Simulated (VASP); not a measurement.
Runs of VASP 6.6.1 on InP. The structure is that of space group I-4m2 (No. 119), or close to it. The cells are those of the table. 

```tsv
cell	gap on the mesh (eV)	pressure (GPa)
a = 4.135, b = 4.492 Å, angles 57.1, 65.8, 57.1°, 2 atoms	0.21	-5.2
a = 4.357, b = 3.946 Å, angles 63.1, 53.8, 63.1°, 2 atoms	none	(b)
a = 4.158, b = 4.402 Å, angles 58.0, 63.9, 58.0°, 2 atoms	0.17	-4.8
a = 4.294, b = 4.026 Å, angles 62.0, 55.9, 62.0°, 2 atoms	0.01	(a)
a = 4.274, b = 4.143 Å, angles 61.0, 58.0, 61.0°, 2 atoms	(c)	-4.6
```

Alike in all rows: task single point; level LDA; potentials or basis VASP PAW LDA potentials, release 64 (In_d, P); no spin polarisation; k mesh 12 × 12 × 12; cutoff (eV) 520; smearing gaussian 0.05 eV.

Question: Fill in the values left out.

Answer: (a) -3.5; (b) -3.8; (c) 0.07.

Caveats: semilocal functionals underestimate gaps, and a narrow one can read as zero; spin-orbit coupling is left out, which moves the levels of the heavy elements; the cell stands under tension (at least some runs); the stress differs along the axes, from -7 to -1 GPa (at least some runs); the stress differs along the axes, from -11 to -0 GPa (at least some runs); the stress differs along the axes, from -8 to -1 GPa (at least some runs).

A k mesh can miss the band edges, and the runs leave out spin-orbit coupling on In.

A gap of «none» marks levels without a gap at the run's occupations.
